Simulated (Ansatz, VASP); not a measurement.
## KBr: VASP beside Ansatz

```
CELL_PARAMETERS angstrom
0.00000 3.33583 3.33583
3.33583 0.00000 3.33583
3.33583 3.33583 0.00000
ATOMIC_POSITIONS crystal
K 0.00000 0.00000 0.00000
Br 0.50000 0.50000 0.50000
```

Change from the starting cell: functional r2scan, volume scaled by 1.04, PAW files.

Alike in both runs: task electric field gradients; functional r2SCAN; k mesh 7 × 7 × 7; occupations fermi-dirac, width 0.01 eV; no spin polarisation.

|  | VASP | Ansatz |
| --- | --- | --- |
| version | VASP 6.6.1 | Ansatz 0.2.0 |
| potentials or method | VASP PAW PBE potentials, release 64 (K_sv, Br) | PAW with Ansatz's default frozen-core files, scalar-relativistic |
| plane-wave cutoff (eV) | 440 | 500 |
| valence electrons in the cell | 16 | 16 |

|  | VASP | Ansatz | Ansatz less VASP |
| --- | --- | --- | --- |
| gap on the k mesh at the Fermi level (eV) | 4.99 | 4.99 | -0.002 |
| pressure (GPa) | -0.4 | -0.4 | +0.01 |

VASP's potentials were made for PBE, not for r2SCAN.
